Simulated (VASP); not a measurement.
# P (Im-3m) in VASP: single point with r2SCAN

Aim: the single point of P with r2SCAN.

All numbers are computed with VASP 6.6.1; they aren't measurements. Logs are shortened: lines on timing, memory, paths and dates and some standing lists are left out, and cuts for length are marked.

## (1) The cell of the first run

The structure is cubic, space group Im-3m (No. 229). The conventional cell has a = 3.061 Å, b = 3.061 Å, c = 3.061 Å, α = 90.00°, β = 90.00°, γ = 90.00°. P (site symmetry m-3m) has 14 P at 2.65 to 3.06 Å within 3.5 Å.

## (2) Single point, r2SCAN

POSCAR reads:

```
P
1.0
   -1.5306652590      1.5306652590      1.5306652590
    1.5306652590     -1.5306652590      1.5306652590
    1.5306652590      1.5306652590     -1.5306652590
P
1
Direct
    0.0000000000      0.0000000000      0.0000000000
```

INCAR.step1 reads:

```
SYSTEM = P
PREC = Accurate
ENCUT = 520
ISMEAR = -1
SIGMA = 0.1
LREAL = .False.
LASPH = .True.
NELM = 80
NBANDS = 8
GGA = PE
ALGO = Normal
EDIFF = 1E-4
LWAVE = .True.
LCHARG = .False.
```

INCAR.step2 reads:

```
SYSTEM = P
PREC = Accurate
ENCUT = 520
EDIFF = 1E-6
ISMEAR = -1
SIGMA = 0.1
LREAL = .False.
LASPH = .True.
NELM = 80
ALGO = Normal
ISIF = 2
LWAVE = .False.
LCHARG = .False.
METAGGA = R2SCAN
LMIXTAU = .True.
NBANDS = 8
ISTART = 1
```

KPOINTS reads:

```
regular mesh
0
Gamma
  7 7 7
  0 0 0
```

Potentials or basis: VASP PAW PBE potentials, release 64 (P).

Launch:

```
> cat potpaw_PBE.64/P/POTCAR > POTCAR
> cp INCAR.step1 INCAR
> mpirun -np 1 vasp_std > vasp.out
> cp INCAR.step2 INCAR
> mpirun -np 1 vasp_std > vasp.out
```

OUTCAR:

```text
SYSTEM = P
   PREC = Accurate
   ENCUT = 520
   EDIFF = 1E-6
   ISMEAR = -1
   LREAL = .False.
   LASPH = .True.
   NELM = 80
   ISIF = 2
   METAGGA = R2SCAN
   ISTART = 1

 ion  position               nearest neighbor table
   1  0.000  0.000  0.000-

  LATTYP: Found a body centered cubic cell.
 ALAT       =     3.0613305180

  Lattice vectors:

 A1 = (  -1.5306652590,   1.5306652590,   1.5306652590)
 A2 = (   1.5306652590,  -1.5306652590,   1.5306652590)
 A3 = (   1.5306652590,   1.5306652590,  -1.5306652590)

Analysis of symmetry for initial positions (statically):
=====================================================================
 Subroutine PRICEL returns:
 Original cell was already a primitive cell.

 Routine SETGRP: Setting up the symmetry group for a
 body centered cubic supercell.

 Subroutine GETGRP returns: Found 48 space group operations
 (whereof 48 operations were pure point group operations)
 out of a pool of 48 trial point group operations.

The static configuration has the point symmetry O_h .

Analysis of symmetry for dynamics (positions and initial velocities):
=====================================================================
 Subroutine PRICEL returns:
 Original cell was already a primitive cell.

 Routine SETGRP: Setting up the symmetry group for a
 body centered cubic supercell.

 Subroutine GETGRP returns: Found 48 space group operations
 (whereof 48 operations were pure point group operations)
 out of a pool of 48 trial point group operations.

The dynamic configuration has the point symmetry O_h .

 Subroutine INISYM returns: Found 48 space group operations
 (whereof 48 operations are pure point group operations),
 and found     1 'primitive' translations

----------------------------------------------------------------------------------------

                                     Primitive cell

  volume of cell :      14.3450

  direct lattice vectors                    reciprocal lattice vectors
    -1.530665259  1.530665259  1.530665259     0.000000000  0.326655353  0.326655353
     1.530665259 -1.530665259  1.530665259     0.326655353  0.000000000  0.326655353
     1.530665259  1.530665259 -1.530665259     0.326655353  0.326655353  0.000000000

  length of vectors
     2.651189998  2.651189998  2.651189998     0.461960430  0.461960430  0.461960430

  position of ions in fractional coordinates (direct lattice)
     0.000000000  0.000000000  0.000000000

  ion indices of the primitive-cell ions
   primitive index   ion index
                 1           1

----------------------------------------------------------------------------------------

 KPOINTS: regular mesh

Automatic generation of k-mesh.
 Grid dimensions read from file:
 generate k-points for:    7    7    7

 Generating k-lattice:

  Cartesian coordinates                     Fractional coordinates (reciprocal lattice)
     0.000000000  0.046665050  0.046665050     0.142857143  0.000000000  0.000000000
     0.046665050  0.000000000  0.046665050     0.000000000  0.142857143  0.000000000
     0.046665050  0.046665050  0.000000000     0.000000000  0.000000000  0.142857143

  Length of vectors
     0.065994347  0.065994347  0.065994347

  Shift w.r.t. Gamma in fractional coordinates (k-lattice)
     0.000000000  0.000000000  0.000000000

 Subroutine IBZKPT returns following result:
 ===========================================

 Found     20 irreducible k-points:

 Following reciprocal coordinates:
            Coordinates               Weight
  0.000000  0.000000  0.000000      1.000000
  0.142857  0.000000  0.000000     12.000000
  0.285714  0.000000  0.000000     12.000000
  0.428571  0.000000  0.000000     12.000000
  0.142857  0.142857  0.000000     24.000000
  0.285714  0.142857  0.000000     48.000000
[... 12 lines left out ...]
 -0.428571 -0.428571  0.285714      8.000000
 -0.428571  0.428571  0.428571      6.000000
   k-points           NKPTS =     20   k-points in BZ     NKDIM =     20   number of bands    NBANDS=      8
   number of dos      NEDOS =    301   number of ions     NIONS =      1
   total plane-waves  NPLWV =   8000
   dimension x,y,z NGX =    20 NGY =   20 NGZ =   20
   dimension x,y,z NGXF=    40 NGYF=   40 NGZF=   40
   ions per type =               1
   NGX,Y,Z   is equivalent  to a cutoff of  12.54, 12.54, 12.54 a.u.
   NGXF,Y,Z  is equivalent  to a cutoff of  25.08, 25.08, 25.08 a.u.
 SYSTEM =  P
   PREC   = accura    normal or accurate (medium, high low for compatibility)
   ISTART =      1    job   : 0-new  1-cont  2-samecut
   ICHARG =      0    charge: 1-file 2-atom 10-const
   ISPIN  =      1    spin polarized calculation?
   LNONCOLLINEAR =      F non collinear calculations
   LSORBIT =      F    spin-orbit coupling
   LASPH  =      T    aspherical Exc in radial PAW
   ENCUT  =  520.0 eV  38.22 Ry    6.18 a.u.   4.93  4.93  4.93*2*pi/ulx,y,z
   NELM   =     80;   NELMIN=  2; NELMDL=  0     # of ELM steps
   EDIFF  = 0.1E-05   stopping-criterion for ELM
   LREAL  =      F    real-space projection
   EDIFFG = 0.1E-04   stopping-criterion for IOM
   NSW    =      0    number of steps for IOM
   IBRION =     -1    ionic relax: 0-MD 1-quasi-New 2-CG
   NFREE  =      0    steps in history (QN), initial steepest desc. (CG)
   ISIF   =      2    stress and relaxation
   ISYM   =      2    0-nonsym 1-usesym 2-fastsym
   POTIM  = 0.5000    time-step for ionic-motion
   TEBEG  =    0.0;   TEEND  =   0.0 temperature during run
   PSTRESS=    0.0 pullay stress
   NELECT =       5.0000    total number of electrons
   NUPDOWN=      -1.0000    fix difference up-down
   EMIN   =  10.00;   EMAX   =-10.00  energy-range for DOS
   EFERMI =   0.00;   METHOD = LEGACY
   ISMEAR =    -1;   SIGMA  =   0.10  broadening in eV -4-tet -1-fermi 0-gaus
   EFERMI_NEDOS =   21; number of points for ismear=-14 and -15
   IALGO  =     38    algorithm
   IMIX   =      4    mixing-type and parameters
     AMIX     =   0.40;   BMIX     =  1.00
     AMIX_MAG =   1.60;   BMIX_MAG =  1.00
  volume/ion in A,a.u.               =      14.35        96.80
  Fermi-wavevector in a.u.,A,eV,Ry     =   1.152121  2.177192 18.060127  1.327382
  Thomas-Fermi vector in A             =   2.288774
   LORBIT       =      0    0 simple, 1 ext, 2 COOP (PROOUT), +10 PAW based schemes
   METAGGA = R2SCAN    functional components
   LHFCALC =     F    Hartree Fock is set to
   AEXX    =    0.0000 exact exchange contribution
   IVDW    =     0    specifies the selected vdW correction
   LEPSILON=     F    determine dielectric tensor
   LRPA    =     F    only Hartree local field effects (RPA)
 non-spin polarized calculation
  energy-cutoff  :      520.00
  volume of cell :       14.35
 maximum number of plane-waves:       398
   NGX =  9   NGY =  9   NGZ =  9

 number of electron       5.0000002 magnetization

 Free energy of the ion-electron system (eV)
  ---------------------------------------------------
  ext. energy  EPLUGINS =         0.00000000
  ---------------------------------------------------
  free energy    TOTEN  =        -7.99354065 eV

  energy without entropy =       -7.98018031  energy(sigma->0) =       -7.98686048

 E-fermi :   9.9861     XC(G=0): -12.2128

 val. band max:        9.6321022601   @ k =  -0.2857   0.2857   0.2857
 cond. band min:      10.2025981818   @ k =   0.2857   0.1429   0.0000
 fundamental gap:      0.5704959218
 Fermi energy:         9.9860707431

 k-point     1 :       0.0000    0.0000    0.0000
  band No.  band energies     occupation
      1      -7.3774      2.00000
      2      17.3773      0.00000
      3      17.3773      0.00000
      4      17.3773      0.00000
      5      22.4391      0.00000
      6      22.4391      0.00000
      7      22.4391      0.00000
      8      26.8914      0.00000

 k-point     2 :       0.1429    0.0000    0.0000
  band No.  band energies     occupation
      1      -6.7334      2.00000
      2      13.9774      0.00000
      3      15.6409      0.00000
      4      17.0093      0.00000
      5      20.9965      0.00000
      6      22.2147      0.00000
      7      25.3077      0.00000
      8      25.5820      0.00000

 k-point     3 :       0.2857    0.0000    0.0000
  band No.  band energies     occupation
      1      -4.8235      2.00000
      2       8.2909      2.00000
      3      13.5882      0.00000
      4      16.1912      0.00000
      5      18.9493      0.00000
      6      20.1223      0.00000
      7      27.2512      0.00000
      8      27.4035      0.00000

 k-point     4 :       0.4286    0.0000    0.0000
  band No.  band energies     occupation
      1      -1.8018      2.00000
      2       3.1157      2.00000
      3      12.4922      0.00000
      4      15.5742      0.00000
      5      17.7857      0.00000
      6      18.9093      0.00000
      7      29.4674      0.00000
      8      29.8049      0.00000

 k-point     5 :       0.1429    0.1429    0.0000
  band No.  band energies     occupation
      1      -5.4555      2.00000
      2      10.8193      0.00048
      3      12.5336      0.00000
      4      15.4032      0.00000
      5      20.6926      0.00000
      6      22.3750      0.00000
      7      25.2698      0.00000
      8      26.9433      0.00000

 k-point     6 :       0.2857    0.1429    0.0000
  band No.  band energies     occupation
      1      -2.9591      2.00000
      2       5.9264      2.00000
      3      10.2026      0.20582
      4      14.1766      0.00000
      5      19.9002      0.00000
      6      22.2969      0.00000
      7      26.3183      0.00000
      8      29.8384      0.00000

 k-point     7 :       0.4286    0.1429    0.0000
  band No.  band energies     occupation
      1      -0.1826      2.00000
      2       2.1117      2.00000
      3       9.5594      1.97234
      4      13.7137      0.00000
      5      19.4581      0.00000
      6      22.2893      0.00000
      7      28.4785      0.00000
      8      28.6281      0.00000
[... 89 lines left out ...]
 k-point    16 :      -0.4286   -0.4286    0.1429
  band No.  band energies     occupation
      1       0.9691      2.00000
      2       3.2964      2.00000
      3       6.8191      2.00000
      4      14.1359      0.00000
      5      19.4438      0.00000
      6      21.7228      0.00000
      7      21.8656      0.00000
      8      29.2905      0.00000

 k-point    17 :      -0.2857    0.2857    0.2857
  band No.  band energies     occupation
      1      -2.3127      2.00000
      2       9.6321      1.94359
      3       9.6321      1.94359
      4      10.2543      0.12802
      5      15.6981      0.00000
      6      24.2012      0.00000
      7      27.4934      0.00000
      8      27.7648      0.00000

 k-point    18 :      -0.4286    0.4286    0.2857
  band No.  band energies     occupation
      1       0.6354      2.00000
      2       5.3614      2.00000
      3       8.4837      2.00000
      4      10.6099      0.00390
      5      15.8150      0.00000
      6      19.7104      0.00000
      7      26.5713      0.00000
      8      28.9769      0.00000

 k-point    19 :      -0.4286   -0.4286    0.2857
  band No.  band energies     occupation
      1       2.8522      2.00000
      2       5.5002      2.00000
      3       5.5002      2.00000
      4      11.2334      0.00001
      5      16.0818      0.00000
      6      16.0818      0.00000
      7      27.0803      0.00000
      8      33.5134      0.00000

 k-point    20 :      -0.4286    0.4286    0.4286
  band No.  band energies     occupation
      1       3.4385      2.00000
      2       7.3273      2.00000
      3       7.3273      2.00000
      4       7.7817      2.00000
      5      13.0366      0.00000
      6      14.8998      0.00000
      7      33.0322      0.00000
      8      33.0352      0.00000

------------------------ aborting loop because EDIFF is reached ----------------------------------------

  FORCE on cell =-STRESS in cart. coord.  units (eV):
  Direction    XX          YY          ZZ          XY          YZ          ZX
  --------------------------------------------------------------------------------------
  -------------------------------------------------------------------------------------
  Total       -0.2004722     -0.2004722     -0.2004722     -0.0000000     -0.0000000      0.0000000
  in kB      -22.3905141    -22.3905141    -22.3905141     -0.0000000     -0.0000000      0.0000000
  external PRESSURE =     -22.3905141 kB  Pullay stress =       0.0000000 kB

 VOLUME and BASIS-vectors are now :
 -----------------------------------------------------------------------------
  energy-cutoff  :      520.00
  volume of cell :       14.35
      direct lattice vectors                 reciprocal lattice vectors
    -1.530665259  1.530665259  1.530665259     0.000000000  0.326655353  0.326655353
     1.530665259 -1.530665259  1.530665259     0.326655353  0.000000000  0.326655353
     1.530665259  1.530665259 -1.530665259     0.326655353  0.326655353  0.000000000

 POSITION                                       TOTAL-FORCE (eV/Angst)
 -----------------------------------------------------------------------------------
      0.00000      0.00000      0.00000         0.000000      0.000000     -0.000000
 -----------------------------------------------------------------------------------
    total drift:                                0.000000      0.000000     -0.000000

  FREE ENERGIE OF THE ION-ELECTRON SYSTEM (eV)
  ---------------------------------------------------
  free  energy   TOTEN  =        -7.9935406473 eV

  energy  without entropy=       -7.9801803130  energy(sigma->0) =       -7.98686048
```

Wall time 4.7 s (1 thread of Intel Xeon 6975P-C (Granite Rapids), shared host); peak memory 0.11 GiB.

Results:

```
Free energy : -7.9935 eV
Pressure    : -2.2 GPa
```

Levels at points of the mesh, in eV from the Fermi level:
| k point | band 1 | band 2 | band 3 | band 4 | band 5 | band 6 | band 7 |
| --- | --- | --- | --- | --- | --- | --- | --- |
| (0.00, 0.00, 0.00) | -17.36 | 7.39 | 7.39 | 7.39 | 12.45 | 12.45 | 12.45 |

Caveat: the k points lie up to 0.41 Å⁻¹ apart; the PAW data sets were made with another functional, which shifts forces and pressure a little.
